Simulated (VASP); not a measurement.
Set up this calculation in VASP 6.6.1, as the native input.

```yaml
Task: single point
Functional: PBE
Potentials_or_basis: VASP PAW PBE potentials, release 64 (Si, O)
Cutoff: 600 eV
k_mesh: 41 × 41 × 41
Occupations: fermi-dirac, width 0.0612256 eV
Spin: no spin polarisation
Dipole_correction: no
Further_INCAR_settings: ALGO = Normal; EDIFF = 1e-06; NBANDS = 15
```

The structure of SiO2 (fluorite type) lies in POSCAR:

```
SiO2
1.0
    0.0000000000      2.3212735226      2.3212735226
    2.3212735226      0.0000000000      2.3212735226
    2.3212735226      2.3212735226      0.0000000000
Si O
1 2
Direct
    0.0000000000      0.0000000000      0.0000000000
    0.2500000000      0.2500000000      0.2500000000
    0.7500000000      0.7500000000      0.7500000000
```

The input as run:

INCAR

```
PREC = Accurate
ENCUT = 600
EDIFF = 1E-6
ISMEAR = -1
SIGMA = 0.06122561905347299
LREAL = False
LASPH = True
NELM = 120
ALGO = Normal
ISIF = 2
LWAVE = False
LCHARG = False
GGA = PE
NBANDS = 15
GGA_COMPAT = False
```

KPOINTS

```
regular mesh
0
Gamma
  41 41 41
```

Potentials or basis: VASP PAW PBE potentials, release 64 (Si, O).

Launch:

```console
$ cat potpaw_PBE.64/Si/POTCAR potpaw_PBE.64/O/POTCAR > POTCAR
$ mpirun -np 1 vasp_std > vasp.out
```

Results of the run:

```json
{"Pressure": "-9.8 GPa", "Band gap on the k mesh": "1.24 eV (least direct gap 1.96 eV)"}
```

Caveat: the cell stands under tension; an odd mesh through Γ misses points on the zone boundary, where band edges can lie.

Run time: 7.2 min on 1 thread of AMD EPYC 9R45 96-Core Processor (Zen 5), with other jobs on the host, peak memory 0.71 GiB.
